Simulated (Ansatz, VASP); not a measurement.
**SnSe: VASP beside Ansatz**

The input POSCAR:

```
SnSe
1.0
    3.4010033113      0.0000000000      0.0000000000
   -1.7005016557      2.9453552659      0.0000000000
    0.0000000000      0.0000000000      6.1271195915
Sn Se
2 2
Direct
    0.0000000000      0.0000000000      0.0000000000
    0.0000000000      0.0000000000      0.5000000000
    0.3333333333      0.6666666667      0.2500000000
    0.6666666667      0.3333333333      0.7500000000
```

Contents of INCAR.step1:

```
ALGO = Normal
EDIFF = 1E-4
ENCUT = 600
GGA = PE
ISMEAR = 0
LASPH = T
LCHARG = F
LREAL = F
LWAVE = T
NELM = 60
PREC = Accurate
SIGMA = 0.1
```

INCAR.step2

```
ALGO = Normal
EDIFF = 1E-6
EDIFFG = -0.05
ENCUT = 600
IBRION = 2
ISIF = 3
ISMEAR = 0
ISTART = 1
LASPH = T
LCHARG = F
LMIXTAU = T
LREAL = F
LWAVE = F
METAGGA = R2SCAN
NELM = 60
NSW = 80
PREC = Accurate
SIGMA = 0.1
```

Contents of KPOINTS:

```
k-points
0
Gamma
  6 6 4
```

Input for Ansatz:

```yaml
crystal:
  lattice:
    - [3.4010033113, 0.0, 0.0]
    - [-1.7005016557, 2.9453552659, 0.0]
    - [0.0, 0.0, 6.1271195915]
  atoms:
    - { symbol: Sn, position: [0.0, 0.0, 0.0] }
    - { symbol: Sn, position: [0.0, 0.0, 0.5] }
    - { symbol: Se, position: [0.3333333333, 0.6666666667, 0.25] }
    - { symbol: Se, position: [0.6666666667, 0.3333333333, 0.75] }
basis:
  ecutwfc: 500
kpoints:
  mp_grid: { grid: [6, 6, 4] }
hamiltonian:
  xc: r2scan
scf:
  occupations: { method: gaussian, width: 0.1 }
output:
  forces: true
  stress: true
  eigenvalues: true
relax:
  adjacent_minimum: "off"
  f_tol: 0.05
  max_steps: 60
  cell: { stress_tol: 0.5 }
```

Alike in both runs: task relaxation of cell and atoms; functional r2SCAN; k mesh 6 × 6 × 4; occupations gaussian, width 0.1 eV; no spin polarisation.

|  | VASP | Ansatz |
| --- | --- | --- |
| version | VASP 6.6.1 | Ansatz 0.2.0 |
| potentials or method | VASP PAW PBE potentials, release 64 (Sn_d, Se), cutoff 600 eV | scalar-relativistic, plane waves, PAW |
| valence electrons in the cell | 40 | 60 |

Ansatz gave:

* gap on the k mesh at the Fermi level, each at its own relaxed structure (eV): none
* relaxed volume (Å³/atom): 27.57
* relaxed length of the cell vector where the two differ most in proportion (Å): 7.482

Task: What did VASP give for the same quantities?

Result: gap on the k mesh at the Fermi level, each at its own relaxed structure (eV): none; relaxed volume (Å³/atom): 27.69; relaxed length of the cell vector where the two differ most in proportion (Å): 7.498.

VASP's potentials were made for PBE, not for r2SCAN. A gap of «none» marks a metal or a gap that the smearing closes. VASP's potentials hold 40 valence electrons a cell and Ansatz's 60, so a difference there can come from the potentials and not from the codes.

Noted on VASP's run: the volume moved by over 15 % at a fixed basis, so the end points are rough.
